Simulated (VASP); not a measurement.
# SrCl2 (Fm-3m) in VASP: notebook

SrCl2 is run at these levels: r2SCAN; tasks: single point, relaxation of cell and atoms.

All numbers are computed with VASP 6.6.1; they aren't measurements. Logs are shortened: lines on timing, memory, paths and dates and some standing lists are left out, and cuts for length are marked.

## 1. The cell of the first run

Symmetry: Fm-3m, No. 225, cubic system. Conventional cell: a = 6.995 Å, b = 6.995 Å, c = 6.995 Å, α = 90.00°, β = 90.00°, γ = 90.00°. Sr (site symmetry m-3m) has 8 Cl at 3.03 Å within 4.0 Å. Cl (site symmetry -43m) has 4 Sr at 3.03 Å and 6 Cl at 3.50 Å within 4.0 Å.

## 2. Single point, r2SCAN

POSCAR reads:

```
SrCl2
1.0
    0.0000000000      3.4975789795      3.4975789795
    3.4975789795      0.0000000000      3.4975789795
    3.4975789795      3.4975789795      0.0000000000
Sr Cl
1 2
Direct
    0.0000000000      0.0000000000      0.0000000000
    0.2500000000      0.2500000000      0.2500000000
    0.7500000000      0.7500000000      0.7500000000
```

INCAR.step1 reads:

```
PREC = Accurate
ENCUT = 520
ISMEAR = 0
SIGMA = 0.02
LREAL = False
LASPH = True
NELM = 100
NBANDS = 19
GGA = PE
ALGO = Normal
EDIFF = 1E-4
LWAVE = True
LCHARG = False
```

INCAR.step2 reads:

```
PREC = Accurate
ENCUT = 520
EDIFF = 1E-6
ISMEAR = 0
SIGMA = 0.02
LREAL = False
LASPH = True
NELM = 100
ALGO = Normal
ISIF = 2
LWAVE = False
LCHARG = False
METAGGA = R2SCAN
LMIXTAU = True
NBANDS = 19
ISTART = 1
```

KPOINTS reads:

```
regular mesh
0
Gamma
  6 6 6
```

Potentials or basis: VASP PAW PBE potentials, release 64 (Sr_sv, Cl).

Started as:

```sh
cat potpaw_PBE.64/Sr_sv/POTCAR potpaw_PBE.64/Cl/POTCAR > POTCAR
cp INCAR.step1 INCAR
mpirun -np 1 vasp_std > vasp.out
cp INCAR.step2 INCAR
mpirun -np 1 vasp_std > vasp.out
```

OUTCAR:

```text
PREC = Accurate
   ENCUT = 520
   EDIFF = 1E-6
   ISMEAR = 0
   LREAL = False
   LASPH = True
   NELM = 100
   ISIF = 2
   METAGGA = R2SCAN
   ISTART = 1

 ion  position               nearest neighbor table
   1  0.000  0.000  0.000-   3 3.03   3 3.03   3 3.03   2 3.03   3 3.03   2 3.03   2 3.03   2 3.03

   2  0.250  0.250  0.250-   1 3.03   1 3.03   1 3.03   1 3.03
   3  0.750  0.750  0.750-   1 3.03   1 3.03   1 3.03   1 3.03

  LATTYP: Found a face centered cubic cell.
 ALAT       =     6.9951579590

  Lattice vectors:

 A1 = (   0.0000000000,   3.4975789795,   3.4975789795)
 A2 = (   3.4975789795,   0.0000000000,   3.4975789795)
 A3 = (   3.4975789795,   3.4975789795,   0.0000000000)

Analysis of symmetry for initial positions (statically):
=====================================================================
 Subroutine PRICEL returns:
 Original cell was already a primitive cell.

 Routine SETGRP: Setting up the symmetry group for a
 face centered cubic supercell.

 Subroutine GETGRP returns: Found 48 space group operations
 (whereof 48 operations were pure point group operations)
 out of a pool of 48 trial point group operations.

The static configuration has the point symmetry O_h .

Analysis of symmetry for dynamics (positions and initial velocities):
=====================================================================
 Subroutine PRICEL returns:
 Original cell was already a primitive cell.

 Routine SETGRP: Setting up the symmetry group for a
 face centered cubic supercell.

 Subroutine GETGRP returns: Found 48 space group operations
 (whereof 48 operations were pure point group operations)
 out of a pool of 48 trial point group operations.

The dynamic configuration has the point symmetry O_h .

 Subroutine INISYM returns: Found 48 space group operations
 (whereof 48 operations are pure point group operations),
 and found     1 'primitive' translations

----------------------------------------------------------------------------------------

                                     Primitive cell

  volume of cell :      85.5722

  direct lattice vectors                    reciprocal lattice vectors
     0.000000000  3.497578980  3.497578980    -0.142956028  0.142956028  0.142956028
     3.497578980  0.000000000  3.497578980     0.142956028 -0.142956028  0.142956028
     3.497578980  3.497578980  0.000000000     0.142956028  0.142956028 -0.142956028

  length of vectors
     4.946323628  4.946323628  4.946323628     0.247607104  0.247607104  0.247607104

  position of ions in fractional coordinates (direct lattice)
     0.000000000  0.000000000  0.000000000
     0.250000000  0.250000000  0.250000000
     0.750000000  0.750000000  0.750000000

  ion indices of the primitive-cell ions
   primitive index   ion index
                 1           1
                 2           2
                 3           3

----------------------------------------------------------------------------------------

 KPOINTS: regular mesh

Automatic generation of k-mesh.
 Grid dimensions read from file:
 generate k-points for:    6    6    6

 Generating k-lattice:

  Cartesian coordinates                     Fractional coordinates (reciprocal lattice)
    -0.023826005  0.023826005  0.023826005     0.166666667  0.000000000  0.000000000
     0.023826005 -0.023826005  0.023826005     0.000000000  0.166666667  0.000000000
     0.023826005  0.023826005 -0.023826005     0.000000000  0.000000000  0.166666667

  Length of vectors
     0.041267851  0.041267851  0.041267851

  Shift w.r.t. Gamma in fractional coordinates (k-lattice)
     0.000000000  0.000000000  0.000000000

 Subroutine IBZKPT returns following result:
 ===========================================

 Found     16 irreducible k-points:

 Following reciprocal coordinates:
            Coordinates               Weight
  0.000000  0.000000  0.000000      1.000000
  0.166667  0.000000  0.000000      8.000000
  0.333333  0.000000  0.000000      8.000000
  0.500000  0.000000  0.000000      4.000000
  0.166667  0.166667  0.000000      6.000000
  0.333333  0.166667  0.000000     24.000000
[... 8 lines left out ...]
 -0.333333  0.333333  0.166667     24.000000
 -0.333333  0.500000  0.166667     12.000000
   k-points           NKPTS =     16   k-points in BZ     NKDIM =     16   number of bands    NBANDS=     19
   number of dos      NEDOS =    301   number of ions     NIONS =      3
   total plane-waves  NPLWV =  64000
   dimension x,y,z NGX =    40 NGY =   40 NGZ =   40
   dimension x,y,z NGXF=    80 NGYF=   80 NGZF=   80
   ions per type =               1   2
   NGX,Y,Z   is equivalent  to a cutoff of  13.44, 13.44, 13.44 a.u.
   NGXF,Y,Z  is equivalent  to a cutoff of  26.89, 26.89, 26.89 a.u.
 SYSTEM =  unknown system
   PREC   = accura    normal or accurate (medium, high low for compatibility)
   ISTART =      1    job   : 0-new  1-cont  2-samecut
   ICHARG =      0    charge: 1-file 2-atom 10-const
   ISPIN  =      1    spin polarized calculation?
   LNONCOLLINEAR =      F non collinear calculations
   LSORBIT =      F    spin-orbit coupling
   LASPH  =      T    aspherical Exc in radial PAW
   ENCUT  =  520.0 eV  38.22 Ry    6.18 a.u.   9.20  9.20  9.20*2*pi/ulx,y,z
   NELM   =    100;   NELMIN=  2; NELMDL=  0     # of ELM steps
   EDIFF  = 0.1E-05   stopping-criterion for ELM
   LREAL  =      F    real-space projection
   EDIFFG = 0.1E-04   stopping-criterion for IOM
   NSW    =      0    number of steps for IOM
   IBRION =     -1    ionic relax: 0-MD 1-quasi-New 2-CG
   NFREE  =      0    steps in history (QN), initial steepest desc. (CG)
   ISIF   =      2    stress and relaxation
   ISYM   =      2    0-nonsym 1-usesym 2-fastsym
   POTIM  = 0.5000    time-step for ionic-motion
   TEBEG  =    0.0;   TEEND  =   0.0 temperature during run
   PSTRESS=    0.0 pullay stress
   NELECT =      24.0000    total number of electrons
   NUPDOWN=      -1.0000    fix difference up-down
   EMIN   =  10.00;   EMAX   =-10.00  energy-range for DOS
   EFERMI =   0.00;   METHOD = LEGACY
   ISMEAR =     0;   SIGMA  =   0.02  broadening in eV -4-tet -1-fermi 0-gaus
   EFERMI_NEDOS =   21; number of points for ismear=-14 and -15
   IALGO  =     38    algorithm
   IMIX   =      4    mixing-type and parameters
     AMIX     =   0.40;   BMIX     =  1.00
     AMIX_MAG =   1.60;   BMIX_MAG =  1.00
  volume/ion in A,a.u.               =      28.52       192.49
  Fermi-wavevector in a.u.,A,eV,Ry     =   1.071604  2.025038 15.624052  1.148335
  Thomas-Fermi vector in A             =   2.207349
   LORBIT       =      0    0 simple, 1 ext, 2 COOP (PROOUT), +10 PAW based schemes
   METAGGA = R2SCAN    functional components
   LHFCALC =     F    Hartree Fock is set to
   AEXX    =    0.0000 exact exchange contribution
   IVDW    =     0    specifies the selected vdW correction
   LEPSILON=     F    determine dielectric tensor
   LRPA    =     F    only Hartree local field effects (RPA)
 non-spin polarized calculation
 Gauss-broadening in eV      SIGMA  =   0.02
  energy-cutoff  :      520.00
  volume of cell :       85.57
 maximum number of plane-waves:      2332
 NGX is ok and might be reduce to    40
   NGX = 19   NGY = 19   NGZ = 19

 number of electron      24.0000002 magnetization

 Free energy of the ion-electron system (eV)
  ---------------------------------------------------
  ext. energy  EPLUGINS =         0.00000000
  ---------------------------------------------------
  free energy    TOTEN  =       -35.69703023 eV

  energy without entropy =      -35.69703023  energy(sigma->0) =      -35.69703023

 E-fermi :  -0.0634     XC(G=0):  -8.7309

 val. band max:       -0.2727263912   @ k =   0.5000   0.5000   0.0000
 cond. band min:       5.6645473693   @ k =   0.0000   0.0000   0.0000
 fundamental gap:      5.9372737605
 Fermi energy:        -0.0633642826

 k-point     1 :       0.0000    0.0000    0.0000
  band No.  band energies     occupation
      1     -34.2491      2.00000
      2     -15.6157      2.00000
      3     -15.6157      2.00000
      4     -15.6157      2.00000
      5     -14.1354      2.00000
      6     -13.2769      2.00000
[... 11 lines left out ...]
     18       9.3382      0.00000
     19       9.7482      0.00000

 k-point     2 :       0.1667    0.0000    0.0000
  band No.  band energies     occupation
      1     -34.2483      2.00000
      2     -15.7090      2.00000
      3     -15.6190      2.00000
      4     -15.6190      2.00000
      5     -13.9796      2.00000
      6     -13.3340      2.00000
[... 11 lines left out ...]
     18       9.1238      0.00000
     19      10.2183      0.00000

 k-point     3 :       0.3333    0.0000    0.0000
  band No.  band energies     occupation
      1     -34.2467      2.00000
      2     -15.8536      2.00000
      3     -15.6256      2.00000
      4     -15.6256      2.00000
      5     -13.7626      2.00000
      6     -13.3869      2.00000
[... 11 lines left out ...]
     18       8.9949      0.00000
     19       9.4530      0.00000

 k-point     4 :       0.5000    0.0000    0.0000
  band No.  band energies     occupation
      1     -34.2460      2.00000
      2     -15.9123      2.00000
      3     -15.6289      2.00000
      4     -15.6289      2.00000
      5     -13.7328      2.00000
      6     -13.3437      2.00000
[... 231 lines left out ...]
     18       9.1715      0.00000
     19      10.1862      0.00000

 k-point    15 :      -0.3333    0.3333    0.1667
  band No.  band energies     occupation
      1     -34.2452      2.00000
      2     -15.8481      2.00000
      3     -15.7789      2.00000
      4     -15.6409      2.00000
      5     -13.5259      2.00000
      6     -13.4320      2.00000
[... 11 lines left out ...]
     18       9.7081      0.00000
     19      10.1164      0.00000

 k-point    16 :      -0.3333    0.5000    0.1667
  band No.  band energies     occupation
      1     -34.2449      2.00000
      2     -15.9036      2.00000
      3     -15.7383      2.00000
      4     -15.6473      2.00000
      5     -13.5197      2.00000
      6     -13.4094      2.00000
[... 11 lines left out ...]
     18      10.0923      0.00000
     19      10.4545      0.00000

------------------------ aborting loop because EDIFF is reached ----------------------------------------

  FORCE on cell =-STRESS in cart. coord.  units (eV):
  Direction    XX          YY          ZZ          XY          YZ          ZX
  --------------------------------------------------------------------------------------
  -------------------------------------------------------------------------------------
  Total        0.0133919      0.0133919      0.0133919      0.0000000      0.0000000      0.0000000
  in kB        0.2507384      0.2507384      0.2507384      0.0000000      0.0000000      0.0000000
  external PRESSURE =       0.2507384 kB  Pullay stress =       0.0000000 kB

 VOLUME and BASIS-vectors are now :
 -----------------------------------------------------------------------------
  energy-cutoff  :      520.00
  volume of cell :       85.57
      direct lattice vectors                 reciprocal lattice vectors
     0.000000000  3.497578980  3.497578980    -0.142956028  0.142956028  0.142956028
     3.497578980  0.000000000  3.497578980     0.142956028 -0.142956028  0.142956028
     3.497578980  3.497578980  0.000000000     0.142956028  0.142956028 -0.142956028

 POSITION                                       TOTAL-FORCE (eV/Angst)
 -----------------------------------------------------------------------------------
      0.00000      0.00000      0.00000        -0.000000     -0.000000     -0.000000
      1.74879      1.74879      1.74879        -0.000000     -0.000000     -0.000000
      5.24637      5.24637      5.24637         0.000000      0.000000      0.000000
 -----------------------------------------------------------------------------------
    total drift:                               -0.000000     -0.000000      0.000000

  FREE ENERGIE OF THE ION-ELECTRON SYSTEM (eV)
  ---------------------------------------------------
  free  energy   TOTEN  =       -35.6970302284 eV

  energy  without entropy=      -35.6970302284  energy(sigma->0) =      -35.69703023
```

Run time: 2.4 min. Hardware: 1 thread of Intel Xeon Platinum 8259CL at 2.50GHz (Skylake/Cascade Lake), shared host; peak memory 0.26 GiB.

Results:

```yaml
Free_energy: -35.6970 eV
Pressure: 0.0 GPa
Band_gap_on_the_k_mesh: 5.94 eV, indirect (least direct gap 5.99 eV)
```

Caveat: the PAW data sets were made with another functional, which shifts forces and pressure a little. r2SCAN opens gaps a little over a GGA but as a rule still falls short of measured ones.

## 3. Relaxation of cell and atoms, r2SCAN

This run uses another cell than the first one, of 28.23 Å³/atom, 0.990 times its volume.

POSCAR reads:

```
SrCl2
1.0
    0.0000000000      3.4855000000      3.4855000000
    3.4855000000      0.0000000000      3.4855000000
    3.4855000000      3.4855000000      0.0000000000
Sr Cl
1 2
Direct
    0.0000000000      0.0000000000      0.0000000000
    0.2500000000      0.2500000000      0.2500000000
    0.7500000000      0.7500000000      0.7500000000
```

INCAR.step1 reads:

```
PREC     = Accurate       # precision mode
ENCUT    = 600            # plane-wave cutoff, eV
ISMEAR   = 0              # smearing method
SIGMA    = 0.02           # smearing width, eV
LREAL    = F              # projectors in reciprocal space
LASPH    = T              # aspherical terms in the spheres
NELM     = 100            # most SCF steps
GGA      = PE             # functional
ALGO     = Normal         # electronic algorithm
EDIFF    = 1E-4           # SCF threshold, eV
LWAVE    = T              # write WAVECAR
LCHARG   = F              # write CHGCAR
```

INCAR.step2 reads:

```
PREC     = Accurate       # precision mode
ENCUT    = 600            # plane-wave cutoff, eV
EDIFF    = 1E-6           # SCF threshold, eV
ISMEAR   = 0              # smearing method
SIGMA    = 0.02           # smearing width, eV
LREAL    = F              # projectors in reciprocal space
LASPH    = T              # aspherical terms in the spheres
NELM     = 100            # most SCF steps
ALGO     = Normal         # electronic algorithm
ISIF     = 3              # what is computed and relaxed
LWAVE    = F              # write WAVECAR
LCHARG   = F              # write CHGCAR
METAGGA  = R2SCAN         # meta-GGA
LMIXTAU  = T            
IBRION   = 2              # ionic algorithm
NSW      = 100            # ionic steps
EDIFFG   = -0.005         # ionic threshold
ISTART   = 1
```

KPOINTS reads:

```
Automatic mesh
0
Gamma
  6 6 6
```

Potentials or basis: VASP PAW PBE potentials, release 64 (Sr_sv, Cl).

Started as:

```sh
cat potpaw_PBE.64/Sr_sv/POTCAR potpaw_PBE.64/Cl/POTCAR > POTCAR
cp INCAR.step1 INCAR
mpirun -np 1 vasp_std > vasp.out
cp INCAR.step2 INCAR
mpirun -np 1 vasp_std > vasp.out
```

It took 3.8 min on 1 thread of Intel Xeon Platinum 8259CL at 2.50GHz (Skylake/Cascade Lake), shared host; peak memory 0.26 GiB.

The run converged. Its results:

```
Free energy                            : -35.6988 eV
Relaxed volume                         : 28.57 Å³/atom
Relaxed cell                           : a = 4.949 Å, b = 4.949 Å, c = 4.949 Å, α = 60.00°, β = 60.00°, γ = 60.00°
Space group after relaxing (to 0.05 Å) : Fm-3m (No. 225)
Energy gained by relaxing              : 0.5 meV/atom
Ionic steps                            : 2
Pressure after relaxing                : 0.0 GPa
Band gap on the k mesh                 : 5.93 eV, indirect (least direct gap 6.00 eV)
```

Step by step:
```tsv
step	energy change (eV)	largest force (eV/Å)	pressure (GPa)	volume (Å³)
1	0.0000	0.0000	0.48	84.69
2	-0.0016	0.0000	0.00	85.72
```

Final structure:
```yaml
crystal:
  lattice:
    - [0.00000, 3.49966, 3.49966]
    - [3.49966, 0.00000, 3.49966]
    - [3.49966, 3.49966, 0.00000]
  atoms:
    - { symbol: Sr, position: [0.00000, 0.00000, 0.00000] }
    - { symbol: Cl, position: [0.25000, 0.25000, 0.25000] }
    - { symbol: Cl, position: [0.75000, 0.75000, 0.75000] }
```

Levels at points of the mesh, in eV from the valence-band top:
| k point | band 9 | band 10 | band 11 | band 12 | band 13 | band 14 | band 15 | band 16 |
| --- | --- | --- | --- | --- | --- | --- | --- | --- |
| (0.00, 0.00, 0.00) | -2.12 | -0.34 | -0.34 | -0.34 | 5.93 | 6.69 | 6.69 | 9.61 |
| (0.50, 0.00, 0.00) | -1.47 | -1.33 | -1.06 | -1.06 | 7.28 | 7.28 | 8.22 | 8.22 |
| (0.50, 0.50, 0.00) | -1.90 | -0.39 | -0.39 | 0.00 | 6.00 | 7.76 | 8.19 | 8.68 |

Caveat: the PAW data sets were made with another functional, which shifts forces and pressure a little. A k mesh can miss the band edges.

## 4. Single point, r2SCAN

POSCAR reads:

```
SrCl2
1.0
    0.0000000000      3.4975789795      3.4975789795
    3.4975789795      0.0000000000      3.4975789795
    3.4975789795      3.4975789795      0.0000000000
Sr Cl
1 2
Direct
    0.0000000000      0.0000000000      0.0000000000
    0.2500000000      0.2500000000      0.2500000000
    0.7500000000      0.7500000000      0.7500000000
```

INCAR.step1 reads:

```
SYSTEM = SrCl2
PREC = Accurate
ENCUT = 520
ISMEAR = 0
SIGMA = 0.02
LREAL = .False.
LASPH = .True.
NELM = 100
NBANDS = 19
GGA = PE
ALGO = Normal
EDIFF = 1E-4
LWAVE = .True.
LCHARG = .False.
```

INCAR.step2 reads:

```
SYSTEM = SrCl2
PREC = Accurate
ENCUT = 520
EDIFF = 1E-6
ISMEAR = 0
SIGMA = 0.02
LREAL = .False.
LASPH = .True.
NELM = 100
ALGO = Normal
ISIF = 2
LWAVE = .False.
LCHARG = .False.
METAGGA = R2SCAN
LMIXTAU = .True.
NBANDS = 19
ISTART = 1
```

KPOINTS reads:

```
regular mesh
0
Gamma
  6 6 6
  0 0 0
```

Started as:

```sh
cat potpaw_PBE.64/Sr_sv/POTCAR potpaw_PBE.64/Cl/POTCAR > POTCAR
cp INCAR.step1 INCAR
mpirun -np 1 vasp_std > vasp.out
cp INCAR.step2 INCAR
mpirun -np 1 vasp_std > vasp.out
```

It took 2.5 min on 1 thread of Intel Xeon Platinum 8259CL at 2.50GHz (Skylake/Cascade Lake), shared host; peak memory 0.26 GiB.

The run converged. Its results:

```
Free energy            : -35.6970 eV
Pressure               : 0.0 GPa
Band gap on the k mesh : 5.94 eV, indirect (least direct gap 5.99 eV)
```

Levels at points of the mesh, in eV from the valence-band top:
| k point | band 10 | band 11 | band 12 | band 13 | band 14 | band 15 |
| --- | --- | --- | --- | --- | --- | --- |
| (0.00, 0.00, 0.00) | -0.35 | -0.35 | -0.35 | 5.94 | 6.69 | 6.69 |
| (0.50, 0.00, 0.00) | -1.33 | -1.06 | -1.06 | 7.29 | 7.29 | 8.22 |
| (0.50, 0.50, 0.00) | -0.39 | -0.39 | 0.00 | 5.99 | 7.77 | 8.20 |

Caveat: the PAW data sets were made with another functional, which shifts forces and pressure a little.

(Part 1 of 2 ends here.)
